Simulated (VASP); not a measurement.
SiC: single point with PBE

Crystal: SiC.

```
Si C
1.0
     3.09410    0.00000    0.00000
    -1.54705    2.67957    0.00000
     0.00000    0.00000   10.12928
Si C
4 4
Direct
  0.00000 0.00000 0.99991
  0.33333 0.66667 0.24985
  0.66667 0.33333 0.49991
  0.33333 0.66667 0.74985
  0.00000 0.00000 0.18794
  0.33333 0.66667 0.43730
  0.66667 0.33333 0.68794
  0.33333 0.66667 0.93730
```

```yaml
Program: VASP 6.6.1
Task: single point
Functional: PBE
Potentials_or_basis: VASP PAW PBE potentials, release 64 (Si, C)
Cutoff: 520 eV
k_mesh: 12 × 12 × 3
Occupations: gaussian, width 0.01 eV
Spin: no spin polarisation
```

```yaml
Pressure: 0.0 GPa
Band_gap_on_the_k_mesh: 2.22 eV (least direct gap 3.34 eV)
```

Levels at points of the mesh, in eV from the valence-band top:
| k point | band 12 | band 13 | band 14 | band 15 | band 16 | band 17 | band 18 | band 19 | band 20 | band 21 |
| --- | --- | --- | --- | --- | --- | --- | --- | --- | --- | --- |
| (0.00, 0.00, 0.00) | -0.58 | -0.58 | -0.05 | 0.00 | 0.00 | 4.96 | 5.54 | 6.12 | 6.18 | 6.88 |
| (0.50, 0.00, 0.00) | -2.37 | -2.34 | -2.20 | -1.56 | -1.12 | 2.22 | 2.34 | 4.18 | 4.66 | 5.23 |

Wall time 110 s on 1 thread of Intel Xeon 8259CL, with other jobs on the host, peak memory 0.22 GiB.

Caveat: an odd mesh through Γ misses points on the zone boundary, where band edges can lie.
